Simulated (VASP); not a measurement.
# Ti12H (a cell with a defect) in VASP: single point with PBEsol

Aim: the single point of Ti12H (a cell with a defect) with PBEsol.

All numbers are computed with VASP 6.6.1; they aren't measurements. Logs are shortened: lines on timing, memory, paths and dates and some standing lists are left out, and cuts for length are marked.

### 1 The cell of the first run

The cell holds a defect, 13 atoms: a = 5.900 Å, b = 8.850 Å, c = 4.685 Å, α = 90.00°, β = 90.00°, γ = 120.00°.

### 2 Single point, PBEsol

File INCAR:

```
SYSTEM = Ti12H
  PREC = Accurate
  ENCUT = 520
  EDIFF = 1E-6
  ISMEAR = 0
  SIGMA = 0.05
  LREAL = .False.
  LASPH = .True.
  NELM = 100
  ALGO = Normal
  ISIF = 2
  LWAVE = .False.
  LCHARG = .False.
  GGA = PS
  NBANDS = 84
```

File KPOINTS:

```
Automatic mesh
0
Gamma
  3 2 4
  0 0 0
```

File POSCAR:

```
Ti12H
1.0
    5.9000000000      0.0000000000      0.0000000000
   -4.4250000000      7.6643250000      0.0000000000
    0.0000000000      0.0000000000      4.6846000000
Ti H
12 1
Direct
   -0.0010565540     -0.0021425240      0.0021794817
    0.1660092753      0.2168085252      0.4966082483
   -0.0134714857      0.3265679626      0.0014914827
    0.1601075392      0.5569164930      0.4923304017
    0.0030282233      0.6693503994     -0.0028267088
    0.1671784317      0.8881341801      0.4975775947
    0.5028050136      0.0011522215      0.0063926483
    0.6651286151      0.2172987184      0.5018148828
    0.5126537721      0.3273144080      0.0042114588
    0.6724423947      0.5586178822      0.4949205909
    0.5064185744      0.6752695117     -0.0010158818
    0.6674038608      0.8905050347      0.5005076207
    0.3322015627      0.4448836656      0.6250753533
```

Potentials or basis: VASP PAW PBE potentials, release 64 (Ti_sv, H).

On the command line:

```sh
cat potpaw_PBE.64/Ti_sv/POTCAR potpaw_PBE.64/H/POTCAR > POTCAR
mpirun -np 1 vasp_std > vasp.out
```

OUTCAR:

```text
SYSTEM = Ti12H
   PREC = Accurate
   ENCUT = 520
   EDIFF = 1E-6
   ISMEAR = 0
   LREAL = .False.
   LASPH = .True.
   NELM = 100
   ISIF = 2
   GGA = PS

 ion  position               nearest neighbor table
   1  0.999  0.998  0.002-   2 2.86   6 2.88  11 2.88  12 2.88  12 2.90   2 2.90   6 2.91   5 2.92

   2  0.166  0.217  0.497-  13 1.85   1 2.86   1 2.90   9 2.91   3 2.91   6 2.91  12 2.92
   3  0.987  0.327  0.001-   9 2.80   8 2.86   8 2.86   7 2.87   4 2.90   2 2.91
   4  0.160  0.557  0.492-  13 1.85   5 2.86  10 2.88   5 2.89   3 2.90   6 2.91  11 2.91
   5  0.003  0.669  0.997-   4 2.86   6 2.88  10 2.88   6 2.88   4 2.89  10 2.90   1 2.92
   6  0.167  0.888  0.498-   7 2.87   1 2.88   5 2.88   5 2.88   4 2.91   1 2.91   2 2.91  10 2.92

   7  0.503  0.001  0.006-   8 2.85   9 2.86  12 2.87   3 2.87   6 2.87   8 2.89  11 2.89  12 2.91

   8  0.665  0.217  0.502-   9 2.84   7 2.85   9 2.86   3 2.86   3 2.86   7 2.89  12 2.90
   9  0.513  0.327  0.004-   3 2.80   8 2.84   7 2.86   8 2.86  10 2.90   2 2.91
  10  0.672  0.559  0.495-  13 1.84   5 2.88   4 2.88   5 2.90   9 2.90  11 2.90   6 2.92
  11  0.506  0.675  0.999-  12 2.86  12 2.87   1 2.88   7 2.89  10 2.90   4 2.91
  12  0.667  0.891  0.501-  11 2.86   7 2.87  11 2.87   1 2.88   1 2.90   8 2.90   7 2.91   2 2.92

  13  0.332  0.445  0.625-  10 1.84   4 1.85   2 1.85

  LATTYP: Found a simple monoclinic cell.
 ALAT       =     5.9000000000
 B/A-ratio  =     0.7940000000
 C/A-ratio  =     1.3228756849
 COS(beta)  =    -0.1889822323

  Lattice vectors:

 A1 = (   5.9000000000,   0.0000000000,   0.0000000000)
 A2 = (   0.0000000000,   0.0000000000,   4.6846000000)
 A3 = (  -1.4750000000,  -7.6643250000,   0.0000000000)

Analysis of symmetry for initial positions (statically):
=====================================================================
 Subroutine PRICEL returns:
 Original cell was already a primitive cell.

 Routine SETGRP: Setting up the symmetry group for a
 simple monoclinic supercell.

 Subroutine GETGRP returns: Found  1 space group operations
 (whereof  1 operations were pure point group operations)
 out of a pool of  4 trial point group operations.

The static configuration has the point symmetry C_1 .

Analysis of symmetry for dynamics (positions and initial velocities):
=====================================================================
 Subroutine PRICEL returns:
 Original cell was already a primitive cell.

 Routine SETGRP: Setting up the symmetry group for a
 simple monoclinic supercell.

 Subroutine GETGRP returns: Found  1 space group operations
 (whereof  1 operations were pure point group operations)
 out of a pool of  4 trial point group operations.

The dynamic configuration has the point symmetry C_1 .

 Subroutine INISYM returns: Found  1 space group operations
 (whereof  1 operations are pure point group operations),
 and found     1 'primitive' translations

----------------------------------------------------------------------------------------

                                     Primitive cell

  volume of cell :     211.8354

  direct lattice vectors                    reciprocal lattice vectors
     5.900000000  0.000000000  0.000000000     0.169491525  0.097855976  0.000000000
    -4.425000000  7.664325000  0.000000000     0.000000000  0.130474634  0.000000000
     0.000000000  0.000000000  4.684600000     0.000000000  0.000000000  0.213465397

  length of vectors
     5.900000000  8.850000153  4.684600000     0.195711955  0.130474634  0.213465397

  position of ions in fractional coordinates (direct lattice)
     0.998943446  0.997857476  0.002179482
     0.166009275  0.216808525  0.496608248
     0.986528514  0.326567963  0.001491483
     0.160107539  0.556916493  0.492330402
     0.003028223  0.669350399  0.997173291
     0.167178432  0.888134180  0.497577595
     0.502805014  0.001152221  0.006392648
     0.665128615  0.217298718  0.501814883
     0.512653772  0.327314408  0.004211459
     0.672442395  0.558617882  0.494920591
     0.506418574  0.675269512  0.998984118
     0.667403861  0.890505035  0.500507621
     0.332201563  0.444883666  0.625075353

  ion indices of the primitive-cell ions
   primitive index   ion index
                 1           1
                 2           2
                 3           3
                 4           4
                 5           5
                 6           6
                 7           7
                 8           8
                 9           9
                10          10
                11          11
                12          12
                13          13

----------------------------------------------------------------------------------------

 KPOINTS: Automatic mesh

Automatic generation of k-mesh.
 Grid dimensions read from file:
 generate k-points for:    3    2    4

 Generating k-lattice:

  Cartesian coordinates                     Fractional coordinates (reciprocal lattice)
     0.056497175  0.032618659  0.000000000     0.333333333  0.000000000  0.000000000
     0.000000000  0.065237317  0.000000000     0.000000000  0.500000000  0.000000000
     0.000000000  0.000000000  0.053366349     0.000000000  0.000000000  0.250000000

  Length of vectors
     0.065237318  0.065237317  0.053366349

  Shift w.r.t. Gamma in fractional coordinates (k-lattice)
     0.000000000  0.000000000  0.000000000

 -----------------------------------------------------------------------------
|                                                                             |
|           W    W    AA    RRRRR   N    N  II  N    N   GGGG   !!!           |
|           W    W   A  A   R    R  NN   N  II  NN   N  G    G  !!!           |
|           W    W  A    A  R    R  N N  N  II  N N  N  G       !!!           |
|           W WW W  AAAAAA  RRRRR   N  N N  II  N  N N  G  GGG   !            |
|           WW  WW  A    A  R   R   N   NN  II  N   NN  G    G                |
|           W    W  A    A  R    R  N    N  II  N    N   GGGG   !!!           |
|                                                                             |
|     Your reciprocal lattice and k-lattice belong to different lattice       |
|     classes:                                                                |
|                                                                             |
|        The reciprocal lattice is simple monoclinic,                         |
|        whereas your k-lattice is hexagonal.                                 |
|                                                                             |
|     Results are often still useful ...                                      |
|                                                                             |
 -----------------------------------------------------------------------------

 Subroutine IBZKPT returns following result:
 ===========================================

 Found     14 irreducible k-points:

 Following reciprocal coordinates:
            Coordinates               Weight
  0.000000  0.000000  0.000000      1.000000
  0.333333 -0.000000  0.000000      2.000000
  0.000000  0.500000  0.000000      1.000000
  0.333333  0.500000  0.000000      2.000000
  0.000000  0.000000  0.250000      2.000000
  0.333333 -0.000000  0.250000      2.000000
 -0.333333  0.000000  0.250000      2.000000
  0.000000  0.500000  0.250000      2.000000
  0.333333  0.500000  0.250000      2.000000
 -0.333333  0.500000  0.250000      2.000000
  0.000000  0.000000  0.500000      1.000000
  0.333333 -0.000000  0.500000      2.000000
  0.000000  0.500000  0.500000      1.000000
  0.333333  0.500000  0.500000      2.000000
   k-points           NKPTS =     14   k-points in BZ     NKDIM =     14   number of bands    NBANDS=     84
   number of dos      NEDOS =    301   number of ions     NIONS =     13
   total plane-waves  NPLWV = 120960
   dimension x,y,z NGX =    48 NGY =   70 NGZ =   36
   dimension x,y,z NGXF=    96 NGYF=  140 NGZF=   72
   ions per type =              12   1
   NGX,Y,Z   is equivalent  to a cutoff of  13.53, 13.15, 12.78 a.u.
   NGXF,Y,Z  is equivalent  to a cutoff of  27.05, 26.30, 25.55 a.u.
 SYSTEM =  Ti12H
   PREC   = accura    normal or accurate (medium, high low for compatibility)
   ISTART =      0    job   : 0-new  1-cont  2-samecut
   ICHARG =      2    charge: 1-file 2-atom 10-const
   ISPIN  =      1    spin polarized calculation?
   LNONCOLLINEAR =      F non collinear calculations
   LSORBIT =      F    spin-orbit coupling
   LASPH  =      T    aspherical Exc in radial PAW
   ENCUT  =  520.0 eV  38.22 Ry    6.18 a.u.  10.97 16.46  8.71*2*pi/ulx,y,z
   NELM   =    100;   NELMIN=  2; NELMDL= -5     # of ELM steps
   EDIFF  = 0.1E-05   stopping-criterion for ELM
   LREAL  =      F    real-space projection
   EDIFFG = 0.1E-04   stopping-criterion for IOM
   NSW    =      0    number of steps for IOM
   IBRION =     -1    ionic relax: 0-MD 1-quasi-New 2-CG
   NFREE  =      0    steps in history (QN), initial steepest desc. (CG)
   ISIF   =      2    stress and relaxation
   ISYM   =      2    0-nonsym 1-usesym 2-fastsym
   POTIM  = 0.5000    time-step for ionic-motion
   TEBEG  =    0.0;   TEEND  =   0.0 temperature during run
   PSTRESS=    0.0 pullay stress
   NELECT =     145.0000    total number of electrons
   NUPDOWN=      -1.0000    fix difference up-down
   EMIN   =  10.00;   EMAX   =-10.00  energy-range for DOS
   EFERMI =   0.00;   METHOD = LEGACY
   ISMEAR =     0;   SIGMA  =   0.05  broadening in eV -4-tet -1-fermi 0-gaus
   EFERMI_NEDOS =   21; number of points for ismear=-14 and -15
   IALGO  =     38    algorithm
   IMIX   =      4    mixing-type and parameters
     AMIX     =   0.40;   BMIX     =  1.00
     AMIX_MAG =   1.60;   BMIX_MAG =  1.00
  volume/ion in A,a.u.               =      16.30       109.96
  Fermi-wavevector in a.u.,A,eV,Ry     =   1.442773  2.726446 28.321806  2.081594
  Thomas-Fermi vector in A             =   2.561256
   LORBIT       =      0    0 simple, 1 ext, 2 COOP (PROOUT), +10 PAW based schemes
   GGA     = PS    functional components
   LHFCALC =     F    Hartree Fock is set to
   AEXX    =    0.0000 exact exchange contribution
   IVDW    =     0    specifies the selected vdW correction
   LEPSILON=     F    determine dielectric tensor
   LRPA    =     F    only Hartree local field effects (RPA)
 non-spin polarized calculation
 Gauss-broadening in eV      SIGMA  =   0.05
  energy-cutoff  :      520.00
  volume of cell :      211.84
 maximum number of plane-waves:      5706
 NGX is ok and might be reduce to    48
   NGX = 21   NGY = 33   NGZ = 17

 number of electron     145.0000003 magnetization

 Free energy of the ion-electron system (eV)
  ---------------------------------------------------
  ext. energy  EPLUGINS =         0.00000000
  ---------------------------------------------------
  free energy    TOTEN  =      -103.37262464 eV

  energy without entropy =     -103.35718837  energy(sigma->0) =     -103.36490650

 E-fermi :   8.1312     XC(G=0): -11.6074

 val. band max:        8.1236712285   @ k =   0.3333  -0.0000   0.2500
 cond. band min:       8.1445227573   @ k =   0.0000   0.0000   0.5000
 fundamental gap:      0.0208515287
 Fermi energy:         8.1311782530

 k-point     1 :       0.0000    0.0000    0.0000
  band No.  band energies     occupation
      1     -48.5303      2.00000
      2     -48.4837      2.00000
      3     -48.4369      2.00000
      4     -48.4313      2.00000
      5     -48.4059      2.00000
      6     -48.3911      2.00000
[... 1207 lines left out ...]
     83       8.5987      0.00000
     84       8.6455      0.00000

------------------------ aborting loop because EDIFF is reached ----------------------------------------

  FORCE on cell =-STRESS in cart. coord.  units (eV):
  Direction    XX          YY          ZZ          XY          YZ          ZX
  --------------------------------------------------------------------------------------
  -------------------------------------------------------------------------------------
  Total       -6.3124050     -5.9141745     -5.9281831     -0.1723709     -0.1165280      0.1813672
  in kB      -47.7427028    -44.7307601    -44.8367115     -1.3036950     -0.8813378      1.3717371
  external PRESSURE =     -45.7700581 kB  Pullay stress =       0.0000000 kB

 VOLUME and BASIS-vectors are now :
 -----------------------------------------------------------------------------
  energy-cutoff  :      520.00
  volume of cell :      211.84
      direct lattice vectors                 reciprocal lattice vectors
     5.900000000  0.000000000  0.000000000     0.169491525  0.097855976  0.000000000
    -4.425000000  7.664325000  0.000000000     0.000000000  0.130474634  0.000000000
     0.000000000  0.000000000  4.684600000     0.000000000  0.000000000  0.213465397

 POSITION                                       TOTAL-FORCE (eV/Angst)
 -----------------------------------------------------------------------------------
      1.47825      7.64790      0.01021         0.003046      0.001834     -0.033492
      0.02008      1.66169      2.32641        -0.001630      0.008091     -0.073184
      4.37545      2.50292      0.00699        -0.002754     -0.002104     -0.003067
     -1.51972      4.26839      2.30637         0.002877      0.000560     -0.093522
     -2.94401      5.13012      4.67136        -0.000753      0.003496     -0.067343
     -2.94364      6.80695      2.33095        -0.001292      0.001133     -0.068605
      2.96145      0.00883      0.02995         0.002337      0.000277     -0.018193
      2.96271      1.66545      2.35080         0.004483     -0.003079     -0.037991
      1.57629      2.50864      0.01973        -0.007219      0.007246     -0.033658
      1.49553      4.28143      2.31851         0.032044      0.012456     -0.116898
     -0.00020      5.17549      4.67984         0.000421     -0.021803     -0.047548
     -0.00280      6.82512      2.34468        -0.002066     -0.003670     -0.053270
     -0.00862      3.40973      2.92823        -0.029493     -0.004437      0.646771
 -----------------------------------------------------------------------------------
    total drift:                               -0.000394      0.000002     -0.000128

  FREE ENERGIE OF THE ION-ELECTRON SYSTEM (eV)
  ---------------------------------------------------
  free  energy   TOTEN  =      -103.3726246376 eV

  energy  without entropy=     -103.3571883661  energy(sigma->0) =     -103.36490650
```

It took 3.7 min on 1 thread of Intel Xeon 6975P-C (Granite Rapids), shared host; peak memory 0.42 GiB.

Results:

- Free energy: -103.3726 eV
- Pressure: -4.6 GPa
- Largest force: 0.647 eV/Å
- Band gap on the k mesh: zero (an odd number of electrons rules out a gap without spin polarisation)

Forces in eV/Å, atoms in the order of the input:
```
Ti   0.003  0.002 -0.033
Ti  -0.002  0.008 -0.073
Ti  -0.003 -0.002 -0.003
Ti   0.003  0.001 -0.094
Ti  -0.001  0.003 -0.067
Ti  -0.001  0.001 -0.069
Ti   0.002  0.000 -0.018
Ti   0.004 -0.003 -0.038
Ti  -0.007  0.007 -0.034
Ti   0.032  0.012 -0.117
Ti   0.000 -0.022 -0.048
Ti  -0.002 -0.004 -0.053
H   -0.029 -0.004  0.647
```

Levels at points of the mesh, in eV from the Fermi level:
| k point | band 68 | band 69 | band 70 | band 71 | band 72 | band 73 | band 74 | band 75 | band 76 | band 77 |
| --- | --- | --- | --- | --- | --- | --- | --- | --- | --- | --- |
| (0.00, 0.00, 0.00) | -0.82 | -0.67 | -0.57 | 0.08 | 0.30 | 0.39 | 0.45 | 0.54 | 0.56 | 0.58 |
| (0.00, 0.50, 0.00) | -0.68 | -0.37 | -0.34 | -0.15 | -0.03 | 0.09 | 0.32 | 0.40 | 0.44 | 0.51 |
| (0.00, 0.00, 0.50) | -0.63 | -0.59 | -0.57 | -0.36 | -0.03 | 0.01 | 0.11 | 0.13 | 0.14 | 0.28 |
| (0.00, 0.50, 0.50) | -0.61 | -0.43 | -0.38 | -0.35 | -0.29 | -0.16 | 0.05 | 0.10 | 0.13 | 0.37 |

Caveat: the k points lie up to 0.41 Å⁻¹ apart, too coarse for converged energies and pressures of a metal; the PAW data sets were made with another functional, which shifts forces and pressure a little.
